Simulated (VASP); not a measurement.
## Ga: single point with LDA

Crystal: Ga.

```
CELL_PARAMETERS angstrom
1.38300 -4.02650 0.00000
1.38300 4.02650 0.00000
-0.11745 0.00000 3.32993
ATOMIC_POSITIONS crystal
Ga 0.88472 0.11528 0.22000
Ga 0.11528 0.88472 0.78000
```

This cell differs from its parent crystal: shortest bond scaled by 0.88.

* Program: VASP 6.6.1
* Task: single point
* Functional: LDA
* Potentials or basis: VASP PAW LDA potentials, release 64 (Ga_d)
* Cutoff: 500 eV
* k mesh: 11 × 11 × 9
* Occupations: fermi-dirac, width 0.05 eV
* Spin: no spin polarisation
* Dipole correction: no
* Further INCAR settings: ALGO = Normal; EDIFF = 1e-06; NBANDS = 20

| Property | Result |
| --- | --- |
| Pressure | -0.2 GPa |
| Largest force | 1.587 eV/Å |
| Band gap on the k mesh | zero (band 13 reaches 9.09 eV, above the bottom of band 14 at 1.93 eV) |

Forces in eV/Å, atoms in the order of the input:
```
Ga  -0.021  1.459  0.625
Ga   0.021 -1.459 -0.625
```

Stress tensor (GPa, compression positive):
```
-5.46 -0.28  0.11
-0.28  2.65  5.12
 0.11  5.12  2.36
```

Levels at points of the mesh, in eV from the Fermi level:
| k point | band 9 | band 10 | band 11 | band 12 | band 13 | band 14 | band 15 | band 16 | band 17 | band 18 |
| --- | --- | --- | --- | --- | --- | --- | --- | --- | --- | --- |
| (0.00, 0.00, 0.00) | -14.86 | -14.70 | -11.29 | -2.10 | -1.70 | 1.65 | 5.28 | 9.46 | 10.42 | 10.46 |

Wall time 89 s on 1 thread of Intel(R) Xeon(R) 6975P-C (Granite Rapids), with other jobs on the host, peak memory 0.38 GiB.

Caveat: the cell differs from its parent crystal (shortest bond scaled by 0.88); forces of over 1 eV/Å act on the atoms, so gaps and moduli don't describe the material at rest.
